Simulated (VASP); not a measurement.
A run of VASP 6.6.1 is set up as follows.

INCAR

```
PREC = Accurate
ENCUT = 520
EDIFF = 1E-7
ISMEAR = 0
SIGMA = 0.02
LREAL = F
LASPH = T
NELM = 80
ALGO = Normal
ISIF = 2
LWAVE = F
LCHARG = F
GGA = PE
NBANDS = 19
```

KPOINTS

```
regular mesh
0
Gamma
  10 10 10
```

File POSCAR:

```
CeO2
1.0
    0.0000000000      2.6474083878      2.6474083878
    2.6474083878      0.0000000000      2.6474083878
    2.6474083878      2.6474083878      0.0000000000
Ce O
1 2
Direct
    0.0000000000      0.0000000000      0.0000000000
    0.2500000000      0.2500000000      0.2500000000
    0.7500000000      0.7500000000      0.7500000000
```

Potentials or basis: VASP PAW PBE potentials, release 64 (Ce, O).

Launch:

```bash
$ cat potpaw_PBE.64/Ce/POTCAR potpaw_PBE.64/O/POTCAR > POTCAR
$ mpirun -np 1 vasp_std > vasp.out
```

**Question.** Estimate the pressure.

**Answer.** 20.2 GPa.

**Question.** Estimate the band gap on the k mesh.

**Answer.** 2.16 eV (least direct gap 2.24 eV).

Caveat: the cell stands under pressure; spin-orbit coupling is left out, which moves the levels of the heavy elements; semilocal functionals describe open f shells poorly, which spoils levels, moments and volumes. A k mesh can miss the band edges.
